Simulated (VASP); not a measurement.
# Zn7O8 (a cell with a defect) in VASP: a series of runs, part 2 of 2

VASP 6.6.1.

### Step 3. Single point, PBE

INCAR reads:

```
SYSTEM = Zn7O8
PREC = Accurate ; ENCUT = 520
EDIFF = 1E-6 ; ISMEAR = 0
SIGMA = 0.02 ; LREAL = Auto
LASPH = .True. ; NELM = 80
ALGO = Normal ; ISIF = 2
LWAVE = .False. ; LCHARG = .False.
GGA = PE ; NBANDS = 79
NELECT = 130.0
```

KPOINTS reads:

```
regular mesh
0
Gamma
  2 2 2
  0 0 0
```

POSCAR reads:

```
Zn7O8
1.0
   -3.2417000000     -5.6147890000      0.0000000000
    4.8625500000     -2.8073950000      0.0000000000
    0.0000000000      0.0000000000      5.1876000000
Zn O
7 8
Direct
    0.4889735075      0.3273575427      0.0054370036
    0.5172850578      0.6693570188      0.5165026216
    0.2566969785      0.1755166724      0.5104907857
   -0.0092433578      0.3321176763     -0.0045707071
    0.2086995157      0.8149078611      0.0414548153
    0.7300538533      0.8308847366      0.0042539903
    0.7621496236      0.1676431985      0.4964675380
    0.5105239689      0.3418413281      0.3884823425
    0.4808494555      0.6619534360      0.8899641453
    0.3047051205      0.8645545216      0.3781195543
    0.2398022971      0.1579712510      0.8867131236
    0.0100717335      0.2967937684      0.3640294163
   -0.0247167840      0.6601755460      0.9088821420
    0.7412904686      0.8462519279      0.3747403424
    0.7382531496      0.1630363153      0.8755426401
```

Potentials or basis: VASP PAW PBE potentials, release 64 (Zn, O).

Command:

```bash
cat potpaw_PBE.64/Zn/POTCAR potpaw_PBE.64/O/POTCAR > POTCAR
mpirun -np 1 vasp_std > vasp.out
```

OUTCAR:

```text
SYSTEM = Zn7O8
   PREC = Accurate
   ENCUT = 520
   EDIFF = 1E-6
   ISMEAR = 0
   LREAL = Auto
   LASPH = .True.
   NELM = 80
   ISIF = 2
   GGA = PE
   NELECT = 130.0

 ion  position               nearest neighbor table
   1  0.489  0.327  0.005-   9 1.97  11 1.97  15 1.98   8 1.99
   2  0.517  0.669  0.517-  10 1.90  14 1.91   9 1.95   8 1.96   6 3.02
   3  0.257  0.176  0.510-  12 1.90  10 1.90  11 1.96   8 2.00
   4  0.991  0.332  0.995-  13 1.90  12 1.93  11 1.97  15 1.99
   5  0.209  0.815  0.041-  10 1.87  13 1.88  11 2.10   9 2.11
   6  0.730  0.831  0.004-  13 1.92  14 1.93   9 1.97  15 1.98   2 3.02
   7  0.762  0.168  0.496-  12 1.89  14 1.92  15 1.97   8 1.98
   8  0.511  0.342  0.388-   2 1.96   7 1.98   1 1.99   3 2.00
   9  0.481  0.662  0.890-   2 1.95   6 1.97   1 1.97   5 2.11
  10  0.305  0.865  0.378-   5 1.87   2 1.90   3 1.90
  11  0.240  0.158  0.887-   3 1.96   4 1.97   1 1.97   5 2.10
  12  0.010  0.297  0.364-   7 1.89   3 1.90   4 1.93
  13  0.975  0.660  0.909-   5 1.88   4 1.90   6 1.92
  14  0.741  0.846  0.375-   2 1.91   7 1.92   6 1.93
  15  0.738  0.163  0.876-   7 1.97   1 1.98   6 1.98   4 1.99

  LATTYP: Found a simple orthorhombic cell.
 ALAT       =     5.1876000000
 B/A-ratio  =     1.0823481624
 C/A-ratio  =     1.2497879387

  Lattice vectors:

 A1 = (   0.0000000000,   0.0000000000,  -5.1876000000)
 A2 = (   4.8625500000,  -2.8073950000,   0.0000000000)
 A3 = (  -3.2417000000,  -5.6147890000,   0.0000000000)

Analysis of symmetry for initial positions (statically):
=====================================================================
 Subroutine PRICEL returns:
 Original cell was already a primitive cell.

 Routine SETGRP: Setting up the symmetry group for a
 simple orthorhombic supercell.

 Subroutine GETGRP returns: Found  1 space group operations
 (whereof  1 operations were pure point group operations)
 out of a pool of  8 trial point group operations.

The static configuration has the point symmetry C_1 .

Analysis of symmetry for dynamics (positions and initial velocities):
=====================================================================
 Subroutine PRICEL returns:
 Original cell was already a primitive cell.

 Routine SETGRP: Setting up the symmetry group for a
 simple orthorhombic supercell.

 Subroutine GETGRP returns: Found  1 space group operations
 (whereof  1 operations were pure point group operations)
 out of a pool of  8 trial point group operations.

The dynamic configuration has the point symmetry C_1 .

 Subroutine INISYM returns: Found  1 space group operations
 (whereof  1 operations are pure point group operations),
 and found     1 'primitive' translations

----------------------------------------------------------------------------------------

                                     Primitive cell

  volume of cell :     188.8438

[... 79 lines left out ...]
   k-points           NKPTS =      8   k-points in BZ     NKDIM =      8   number of bands    NBANDS=     79
   number of dos      NEDOS =    301   number of ions     NIONS =     15
   total plane-waves  NPLWV =  80640
   dimension x,y,z NGX =    48 NGY =   42 NGZ =   40
   dimension x,y,z NGXF=    96 NGYF=   84 NGZF=   80
   ions per type =               7   8
   NGX,Y,Z   is equivalent  to a cutoff of  12.31, 12.44, 12.82 a.u.
   NGXF,Y,Z  is equivalent  to a cutoff of  24.62, 24.87, 25.64 a.u.
 SYSTEM =  Zn7O8
   PREC   = accura    normal or accurate (medium, high low for compatibility)
   ISTART =      0    job   : 0-new  1-cont  2-samecut
   ICHARG =      2    charge: 1-file 2-atom 10-const
   ISPIN  =      1    spin polarized calculation?
   LNONCOLLINEAR =      F non collinear calculations
   LSORBIT =      F    spin-orbit coupling
   LASPH  =      T    aspherical Exc in radial PAW
   ENCUT  =  520.0 eV  38.22 Ry    6.18 a.u.  12.05 10.44  9.65*2*pi/ulx,y,z
   NELM   =     80;   NELMIN=  2; NELMDL= -5     # of ELM steps
   EDIFF  = 0.1E-05   stopping-criterion for ELM
   LREAL  =      T    real-space projection
   EDIFFG = 0.1E-04   stopping-criterion for IOM
   NSW    =      0    number of steps for IOM
   IBRION =     -1    ionic relax: 0-MD 1-quasi-New 2-CG
   NFREE  =      0    steps in history (QN), initial steepest desc. (CG)
   ISIF   =      2    stress and relaxation
   ISYM   =      2    0-nonsym 1-usesym 2-fastsym
   POTIM  = 0.5000    time-step for ionic-motion
   TEBEG  =    0.0;   TEEND  =   0.0 temperature during run
   PSTRESS=    0.0 pullay stress
   NELECT =     130.0000    total number of electrons
   NUPDOWN=      -1.0000    fix difference up-down
   EMIN   =  10.00;   EMAX   =-10.00  energy-range for DOS
   EFERMI =   0.00;   METHOD = LEGACY
   ISMEAR =     0;   SIGMA  =   0.02  broadening in eV -4-tet -1-fermi 0-gaus
   EFERMI_NEDOS =   21; number of points for ismear=-14 and -15
   IALGO  =     38    algorithm
   IMIX   =      4    mixing-type and parameters
     AMIX     =   0.40;   BMIX     =  1.00
     AMIX_MAG =   1.60;   BMIX_MAG =  1.00
  volume/ion in A,a.u.               =      12.59        84.96
  Fermi-wavevector in a.u.,A,eV,Ry     =   1.445512  2.731622 28.429440  2.089505
  Thomas-Fermi vector in A             =   2.563685
   LORBIT       =      0    0 simple, 1 ext, 2 COOP (PROOUT), +10 PAW based schemes
   GGA     = PE    functional components
   LHFCALC =     F    Hartree Fock is set to
   AEXX    =    0.0000 exact exchange contribution
   IVDW    =     0    specifies the selected vdW correction
   LEPSILON=     F    determine dielectric tensor
   LRPA    =     F    only Hartree local field effects (RPA)
 non-spin polarized calculation
 Gauss-broadening in eV      SIGMA  =   0.02
  energy-cutoff  :      520.00
  volume of cell :      188.84
 maximum number of plane-waves:      5116
   NGX = 25   NGY = 21   NGZ = 19

 number of electron     130.0000041 magnetization

 Free energy of the ion-electron system (eV)
  ---------------------------------------------------
  ext. energy  EPLUGINS =         0.00000000
  ---------------------------------------------------
  free energy    TOTEN  =       -64.56577958 eV

  energy without entropy =      -64.56066032  energy(sigma->0) =      -64.56321995

 E-fermi :  -0.2956     XC(G=0): -10.2305

 val. band max:       -0.3123577418   @ k =   0.5000   0.5000   0.5000
 cond. band min:      -0.2953495588   @ k =   0.0000   0.0000   0.5000
 fundamental gap:      0.0170081831
 Fermi energy:        -0.2955728956

 k-point     1 :       0.0000    0.0000    0.0000
  band No.  band energies     occupation
      1     -17.8419      2.00000
      2     -17.2420      2.00000
      3     -17.2054      2.00000
      4     -17.1524      2.00000
      5     -17.0605      2.00000
      6     -16.9626      2.00000
[... 629 lines left out ...]
     76       9.6244      0.00000
     77       9.6843      0.00000
 [bands above 77 left out]

------------------------ aborting loop because EDIFF is reached ----------------------------------------

  FORCE on cell =-STRESS in cart. coord.  units (eV):
  Direction    XX          YY          ZZ          XY          YZ          ZX
  --------------------------------------------------------------------------------------
  -------------------------------------------------------------------------------------
  Total       -9.8667117    -10.6782934     -7.5860086     -0.3480749     -1.0467832      0.0428926
  in kB      -83.7105634    -90.5961357    -64.3607586     -2.9531159     -8.8810553      0.3639068
  external PRESSURE =     -79.5558193 kB  Pullay stress =       0.0000000 kB

 VOLUME and BASIS-vectors are now :
 -----------------------------------------------------------------------------
  energy-cutoff  :      520.00
  volume of cell :      188.84
      direct lattice vectors                 reciprocal lattice vectors
    -3.241700000 -5.614789000  0.000000000    -0.077120040 -0.133575806  0.000000000
     4.862550000 -2.807395000  0.000000000     0.154240052 -0.089050537  0.000000000
     0.000000000  0.000000000  5.187600000     0.000000000  0.000000000  0.192767368

 POSITION                                       TOTAL-FORCE (eV/Angst)
 -----------------------------------------------------------------------------------
      0.00669     -3.66450      0.02820        -0.011275     -0.001397      0.049389
      1.57790     -4.78360      2.67941         0.008275      0.164553      0.064193
      0.02132     -1.93404      2.64822        -0.020309      0.052256      0.019129
     -1.59680     -6.49528      5.16389         0.033089     -0.020524      0.055581
      3.28599     -3.45957      0.21505        -0.072235     -0.662415     -0.698668
      1.67360     -6.43172      0.02207        -0.058954     -0.098755      0.007375
     -1.65549     -4.74995      2.57548         0.046961      0.046649      0.077825
      0.00725     -3.82617      2.01529        -0.009204      0.084281      0.051955
      1.66001     -4.55823      4.61678         0.110377      0.051832      0.131054
      3.21618     -4.13800      1.96153        -0.002990      0.258720      0.040496
     -0.00922     -1.78993      4.59991        -0.126506      0.073184      0.070164
      1.41053     -0.88977      1.88844         0.027059      0.029743      0.059624
      0.04856     -7.32938      4.71492        -0.013604     -0.111826     -0.036357
      1.71190     -6.53795      1.94400         0.092680      0.158550      0.054744
     -1.60042     -4.60284      4.54196        -0.003364     -0.024851      0.053494
 -----------------------------------------------------------------------------------
    total drift:                               -0.002332      0.001059      0.003514

  FREE ENERGIE OF THE ION-ELECTRON SYSTEM (eV)
  ---------------------------------------------------
  free  energy   TOTEN  =       -64.5657795829 eV

  energy  without entropy=      -64.5606603163  energy(sigma->0) =      -64.56321995
```

Run time: 4 min. Hardware: 1 thread of AMD EPYC 7R13 (Zen 3), shared host; peak memory 0.27 GiB.

What came out:

- Free energy: -64.5658 eV
- Largest force: 0.965 eV/Å

Forces on the atoms (eV/Å):
```
Zn  -0.011 -0.001  0.049
Zn   0.008  0.165  0.064
Zn  -0.020  0.052  0.019
Zn   0.033 -0.021  0.056
Zn  -0.072 -0.662 -0.699
Zn  -0.059 -0.099  0.007
Zn   0.047  0.047  0.078
O   -0.009  0.084  0.052
O    0.110  0.052  0.131
O   -0.003  0.259  0.040
O   -0.127  0.073  0.070
O    0.027  0.030  0.060
O   -0.014 -0.112 -0.036
O    0.093  0.159  0.055
O   -0.003 -0.025  0.053
```

Levels at points of the mesh, in eV from the Fermi level:
| k point | band 61 | band 62 | band 63 | band 64 | band 65 | band 66 | band 67 | band 68 | band 69 | band 70 |
| --- | --- | --- | --- | --- | --- | --- | --- | --- | --- | --- |
| (0.00, 0.00, 0.00) | -0.51 | -0.36 | -0.26 | -0.16 | 0.39 | 0.40 | 0.40 | 2.41 | 6.74 | 7.03 |
| (0.50, 0.00, 0.00) | -0.73 | -0.58 | -0.15 | 0.01 | 0.14 | 0.16 | 0.20 | 4.01 | 4.50 | 8.02 |
| (0.00, 0.50, 0.00) | -0.56 | -0.31 | -0.18 | -0.05 | 0.02 | 0.13 | 0.17 | 4.30 | 4.86 | 7.06 |
| (0.50, 0.50, 0.00) | -0.42 | -0.30 | -0.24 | -0.23 | -0.09 | -0.05 | 0.15 | 5.29 | 5.53 | 5.74 |
| (0.00, 0.00, 0.50) | -0.64 | -0.56 | -0.29 | 0.00 | 0.03 | 0.16 | 0.16 | 4.47 | 5.18 | 6.86 |
| (0.50, 0.00, 0.50) | -0.61 | -0.56 | -0.49 | -0.26 | -0.17 | -0.10 | 0.06 | 5.61 | 5.65 | 5.91 |
| (0.00, 0.50, 0.50) | -0.65 | -0.58 | -0.52 | -0.49 | -0.28 | -0.08 | 0.01 | 5.71 | 5.88 | 6.07 |
| (0.50, 0.50, 0.50) | -0.81 | -0.79 | -0.65 | -0.53 | -0.26 | -0.05 | -0.02 | 6.33 | 6.48 | 6.57 |

Caveat: the k points lie up to 0.61 Å⁻¹ apart; the cell carries a net charge on a neutralising background, which shifts energy and pressure; the cell is charged against a uniform background, so pressure and absolute levels hang on convention.
